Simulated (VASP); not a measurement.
# H8C20Cl in VASP: notebook, part 2 of 2

VASP 6.6.1. The steps go on from the part before.

## 3. Single point, PBE

File INCAR:

```
  PREC = Accurate
  ENCUT = 520
  EDIFF = 1E-6
  ISMEAR = -1
  SIGMA = 0.002
  LREAL = Auto
  LASPH = True
  NELM = 60
  ALGO = Normal
  ISIF = 2
  LWAVE = False
  LCHARG = False
  GGA = PE
  NBANDS = 130
```

File KPOINTS:

```
regular mesh
0
Gamma
  2 1 1
```

File POSCAR:

```
H8C20Cl
1.0
    5.0487420000      0.0000000000      0.0000000000
    0.0000000000     10.0974850000      0.0000000000
    0.0000000000      0.0000000000     17.1647000000
H C Cl
16 40 2
Direct
    0.4277897346      0.0000000000      0.0582591015
    0.0722160095      0.0000000000      0.0582591015
    0.9277954786      0.0000000000      0.0582591015
    0.5722217535      0.0000000000      0.0582591015
    0.4277897346      0.2500028472      0.0582591015
    0.0722160095      0.2500028472      0.0582591015
    0.9277954786      0.2500028472      0.0582591015
    0.5722217535      0.2500028472      0.0582591015
    0.4277897346      0.4999957910      0.0582591015
    0.0722160095      0.4999957910      0.0582591015
    0.9277954786      0.4999957910      0.0582591015
    0.5722217535      0.4999957910      0.0582591015
    0.4277897346      0.7499986383      0.0582591015
    0.0722160095      0.7499986383      0.0582591015
    0.9277954786      0.7499986383      0.0582591015
    0.5722217535      0.7499986383      0.0582591015
    0.2500028720      0.0000000000      0.0952361533
    0.7500086160      0.0000000000      0.0952361533
    0.2500028720      0.2500028472      0.0952361533
    0.7500086160      0.2500028472      0.0952361533
    0.2500028720      0.4999957910      0.0952361533
    0.7500086160      0.4999957910      0.0952361533
    0.2500028720      0.7499986383      0.0952361533
    0.7500086160      0.7499986383      0.0952361533
    0.2500028720      0.1250014236      0.1472324014
    0.7500086160      0.1250014236      0.1472324014
    0.2500028720      0.3750042709      0.1472324014
    0.7500086160      0.3750042709      0.1472324014
    0.2500028720      0.6249972147      0.1472324014
    0.7500086160      0.6249972147      0.1472324014
    0.2500028720      0.8750000619      0.1472324014
    0.7500086160      0.8750000619      0.1472324014
   -0.0015647462      0.1343205759      0.1842327568
    0.5042048098      0.1133054419      0.1786282312
   -0.0011884149      0.3768859275      0.1995898559
    0.5086217517      0.3767076653      0.1897324159
    0.0000396138      0.6234126617      0.1942591481
    0.5005405307      0.6227491301      0.1939969822
    0.0009309250      0.8551337288      0.1906412579
    0.5059280114      0.8585900350      0.1987043176
    0.0011289941      0.0030502645      0.2321333900
    0.5105034086     -0.0012478355      0.2405518302
    0.0254518848      0.2596488135      0.2392526522
    0.5160691515      0.2487451083      0.2192406509
   -0.0007922766      0.5084830530      0.2571323705
    0.5035709886      0.5038680424      0.2562934394
    0.0006338213      0.7482457265      0.2492149586
    0.5015308764      0.7468691461      0.2500713674
    0.2478043045      0.0647091825      0.2610357303
    0.7637348076      0.0411488603      0.2752218215
    0.2917162335      0.2151822954      0.2701358020
    0.7638338422      0.1961478527      0.2571964555
    0.2505772725      0.5594957556      0.2939987300
    0.7509989617      0.5613774123      0.2954610334
    0.2513893560      0.6981342384      0.2893729573
    0.7499095814      0.6996296603      0.2893787832
    0.0639367193      0.0345927724      0.3642184250
    0.5480375111      0.2213422451      0.3368716028
```

Potentials or basis: VASP PAW PBE potentials, release 64 (H, C, Cl).

On the command line:

```
$ cat potpaw_PBE.64/H/POTCAR potpaw_PBE.64/C/POTCAR potpaw_PBE.64/Cl/POTCAR > POTCAR
$ mpirun -np 1 vasp_std > vasp.out
```

It took 30 min on 1 thread of Oxide Virtual Turin-like, shared host; peak memory 0.83 GiB.

It converged, with:

```
Free energy            : -364.2632 eV
Largest force          : 12.940 eV/Å
Band gap on the k mesh : zero (filled and empty bands touch)
```

Forces on the atoms (eV/Å):
```
H    -8.985  -0.025   0.111
H     8.977  -0.263  -0.035
H    -8.971  -0.322  -0.045
H     8.957   0.024   0.139
H    -9.007   0.255  -0.031
H     9.016   0.025   0.026
H    -8.960   0.031   0.087
H     8.966   0.220  -0.007
H    -8.978  -0.053   0.037
H     8.953   0.018  -0.003
H    -8.961   0.055  -0.029
H     8.935  -0.102   0.094
H    -8.951  -0.137  -0.065
H     8.955   0.002   0.036
H    -8.957   0.000   0.038
H     8.915  -0.113  -0.045
C    -0.834  -0.580   0.078
C     1.015  -0.632  -0.046
C     0.076   0.352  -0.535
C    -0.119   0.352  -0.610
C    -0.333   0.006   0.103
C     0.613   0.090   0.055
C     0.533  -0.169  -0.370
C    -0.419  -0.188  -0.393
C    -0.851  -0.064 -12.031
C     1.953  -0.416 -12.785
C    -0.418   2.355  -3.365
C     2.392   2.322  -4.173
C     0.049  -0.623  -3.454
C     0.056  -0.593  -3.540
C     1.159  -3.078  -2.979
C    -0.234  -2.982  -3.018
C     1.058  -2.563   0.420
C    -1.768   2.214   3.024
C     0.849   4.377  -0.079
C    -1.784   1.891   3.583
C    -0.045  -0.172   0.057
C     0.038  -0.073   0.166
C     0.400   7.063   4.059
C    -1.175   6.261   0.476
C     0.056   0.988  -0.981
C    -1.049   0.889   0.623
C    -1.893  -4.516   3.541
C    -0.623  -4.520   1.052
C     0.144   1.263  -1.643
C    -0.207   2.318  -1.209
C     0.060  -3.585   1.032
C    -0.058  -4.164   1.459
C     1.419  -4.184   6.989
C    -0.204   0.890  -0.569
C    -2.393  -2.080   0.577
C     0.426   0.278   7.194
C     0.243  -0.884   0.024
C    -0.130  -1.180  -0.167
C    -0.096   0.736   0.512
C     0.228   0.568   0.665
Cl    2.384   0.080   5.673
Cl   -0.422   2.338  10.277
```

Levels at points of the mesh, in eV from the Fermi level:
| k point | band 92 | band 93 | band 94 | band 95 | band 96 | band 97 | band 98 | band 99 |
| --- | --- | --- | --- | --- | --- | --- | --- | --- |
| (0.00, 0.00, 0.00) | -1.76 | -1.54 | -1.38 | -0.25 | 0.00 | 0.10 | 0.55 | 0.70 |
| (0.50, 0.00, 0.00) | -2.43 | -1.62 | -1.60 | 0.00 | 0.36 | 0.63 | 0.66 | 0.91 |

Caveat: the k points lie up to 0.62 Å⁻¹ apart.

## 4. Single point, PBE

File INCAR:

```
ALGO = Normal
EDIFF = 1E-7
ENCUT = 520
GGA = PE
ISIF = 2
ISMEAR = -1
LASPH = T
LCHARG = F
LREAL = Auto
LWAVE = F
NBANDS = 130
NELM = 80
PREC = Accurate
SIGMA = 0.002
```

File KPOINTS:

```
k-points
0
Gamma
  2 1 1
```

File POSCAR:

```
H8C20Cl
1.0
    5.0487420000      0.0000000000      0.0000000000
    0.0000000000     10.0974850000      0.0000000000
    0.0000000000      0.0000000000     17.1647000000
H C Cl
16 40 2
Direct
    0.4277897346      0.0000000000      0.0582591015
    0.0722160095      0.0000000000      0.0582591015
    0.9277954786      0.0000000000      0.0582591015
    0.5722217535      0.0000000000      0.0582591015
    0.4277897346      0.2500028472      0.0582591015
    0.0722160095      0.2500028472      0.0582591015
    0.9277954786      0.2500028472      0.0582591015
    0.5722217535      0.2500028472      0.0582591015
    0.4277897346      0.4999957910      0.0582591015
    0.0722160095      0.4999957910      0.0582591015
    0.9277954786      0.4999957910      0.0582591015
    0.5722217535      0.4999957910      0.0582591015
    0.4277897346      0.7499986383      0.0582591015
    0.0722160095      0.7499986383      0.0582591015
    0.9277954786      0.7499986383      0.0582591015
    0.5722217535      0.7499986383      0.0582591015
    0.2500028720      0.0000000000      0.0952361533
    0.7500086160      0.0000000000      0.0952361533
    0.2500028720      0.2500028472      0.0952361533
    0.7500086160      0.2500028472      0.0952361533
    0.2500028720      0.4999957910      0.0952361533
    0.7500086160      0.4999957910      0.0952361533
    0.2500028720      0.7499986383      0.0952361533
    0.7500086160      0.7499986383      0.0952361533
    0.2500028720      0.1250014236      0.1472324014
    0.7500086160      0.1250014236      0.1472324014
    0.2500028720      0.3750042709      0.1472324014
    0.7500086160      0.3750042709      0.1472324014
    0.2500028720      0.6249972147      0.1472324014
    0.7500086160      0.6249972147      0.1472324014
    0.2500028720      0.8750000619      0.1472324014
    0.7500086160      0.8750000619      0.1472324014
   -0.0010695734      0.1284181160      0.2041515436
    0.4879037194      0.1235060017      0.2015415358
   -0.0087546561      0.3661406776      0.2098492837
    0.4978467903      0.3789359430      0.2071169318
    0.0012082218      0.6274829821      0.1930298811
    0.4992134674      0.6250566354      0.1930648366
   -0.0027333542      0.8640864532      0.2038485962
    0.5033927263      0.8664335723      0.2062954785
   -0.0141223299      0.0018024290      0.2714815872
    0.5007980206     -0.0029710368      0.2665761709
   -0.0220252887      0.2431793660      0.2660110576
    0.4697803928      0.2381286033      0.2666693854
   -0.0005149798      0.5137714985      0.2580645161
    0.5021845046      0.5109490135      0.2592471759
   -0.0002574899      0.7444725097      0.2586004999
    0.5016695248      0.7428879568      0.2557632816
    0.2125281902      0.0281555259      0.3194171759
    0.7346384505      0.0513791305      0.3185724190
    0.2383564064      0.1930678778      0.3131601484
    0.7075227849      0.1817977447      0.2999819397
    0.2503593965      0.5474531529      0.2933928353
    0.7523656388      0.5482058156      0.2914411554
    0.2539840618      0.6979361693      0.2926820743
    0.7472950688      0.6946779322      0.2916159327
    0.0672642809     -0.0382174373      0.4109363985
    0.5167425866      0.3194359784      0.4051629216
```

On the command line:

```
$ cat potpaw_PBE.64/H/POTCAR potpaw_PBE.64/C/POTCAR potpaw_PBE.64/Cl/POTCAR > POTCAR
$ mpirun -np 1 vasp_std > vasp.out
```

Wall time 20 min (1 thread of Oxide Virtual Turin-like, shared host); peak memory 0.81 GiB.

The run converged. Its results:

```yaml
Free_energy: -376.5172 eV
Largest_force: 8.944 eV/Å
Band_gap_on_the_k_mesh: 0.42 eV
```

Forces in eV/Å, atoms in the order of the input:
```
H   -8.921 -0.030  0.104
H    8.922 -0.091  0.042
H   -8.878 -0.064  0.058
H    8.908 -0.021  0.099
H   -8.852  0.015 -0.046
H    8.857  0.051  0.025
H   -8.810  0.038  0.037
H    8.811 -0.019 -0.023
H   -8.848 -0.099  0.086
H    8.943 -0.036 -0.007
H   -8.895 -0.063  0.026
H    8.869 -0.101  0.071
H   -8.919  0.059  0.027
H    8.913  0.046  0.048
H   -8.925  0.048  0.041
H    8.939  0.036  0.013
C   -0.244 -0.085  1.782
C    0.122  0.040  1.911
C    0.260  0.163  1.645
C   -0.217  0.035  1.767
C   -0.498 -0.275  1.308
C    0.319 -0.210  1.346
C    0.156  0.224  0.730
C   -0.189  0.163  0.644
C   -0.922  0.108  0.433
C   -0.553  0.037  1.102
C   -0.172 -0.691  2.341
C   -0.424 -0.890  2.452
C    0.049  0.172 -3.578
C    0.044  0.164 -3.549
C   -0.025 -0.709  1.954
C    0.058 -0.959  1.681
C    0.013 -2.074 -0.833
C    0.042 -1.362 -0.252
C    0.611  3.174 -0.553
C   -0.818 -1.080  0.301
C   -0.155 -1.160  1.446
C    0.170 -0.236  1.273
C   -0.081  3.296  1.678
C   -0.300  2.867  0.582
C   -1.132  1.544 -4.737
C   -2.126  0.616 -0.746
C    0.332 -1.619 -0.728
C    0.802 -0.973 -3.825
C    0.655 -3.824 -3.478
C   -0.727 -2.691 -3.994
C    0.180 -1.205 -2.572
C   -0.262 -1.202 -1.640
C    2.398  1.022 -0.946
C   -0.867 -2.665 -5.205
C   -1.549  1.526 -1.240
C    3.695  3.967  0.933
C    0.308  5.385  2.125
C   -0.651  5.219  3.070
C   -0.782 -3.138  1.503
C    0.826 -2.334  1.689
Cl   2.550 -0.017  0.702
Cl  -1.012 -0.089  0.879
```

Levels at points of the mesh, in eV from the valence-band top:
```tsv
k point	band 93	band 94	band 95	band 96	band 97	band 98
(0.00, 0.00, 0.00)	-0.17	-0.05	0.00	0.42	0.77	1.69
(0.50, 0.00, 0.00)	-0.53	-0.44	-0.36	0.42	1.47	1.63
```

Caveat: the k points lie up to 0.62 Å⁻¹ apart.

## 5. Summary

```csv
cell,gap on the mesh (eV),largest force (eV/Å)
"as given, atomic positions A",0.26,8.94
"as given, atomic positions B",none,12.94
"as given, atomic positions C",0.42,8.94
```

Alike in all rows: task single point; level PBE; potentials or basis VASP PAW PBE potentials, release 64 (H, C, Cl); no spin polarisation; k mesh 2 × 1 × 1; cutoff (eV) 520; smearing fermi-dirac 0.002 eV.

Caveats: all runs use coarse meshes.

Absolute energies hang on the potentials; compare differences alone.
